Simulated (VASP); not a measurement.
A run of VASP 6.6.1 is set up as follows.

INCAR

```
SYSTEM = C
  PREC = Accurate
  ENCUT = 600
  EDIFF = 1E-6
  ISMEAR = 0
  SIGMA = 0.02
  LREAL = .FALSE.
  LASPH = .TRUE.
  NELM = 120
  ALGO = Normal
  ISIF = 2
  LWAVE = .FALSE.
  LCHARG = .FALSE.
  GGA = PE
  NBANDS = 11
  GGA_COMPAT = .FALSE.
```

File KPOINTS:

```
Automatic mesh
0
G
  12 12 12
  0 0 0
```

File POSCAR:

```
C
1.0
    0.0000000000      1.7857952412      1.7857952412
    1.7857952412      0.0000000000      1.7857952412
    1.7857952412      1.7857952412      0.0000000000
C
2
Direct
    0.5000000000      0.5000000000      0.5000000000
    0.7500000000      0.7500000000      0.7500000000
```

Potentials or basis: VASP PAW PBE potentials, release 64 (C).

Command:

```console
$ cat potpaw_PBE.64/C/POTCAR > POTCAR
$ mpirun -np 1 vasp_std > vasp.out
```

Task: Predict the pressure.

Result: 0.0 GPa.

Task: What does it give for the band gap on the k mesh?

Result: 4.14 eV (least direct gap 5.58 eV).

A k mesh can miss the band edges.
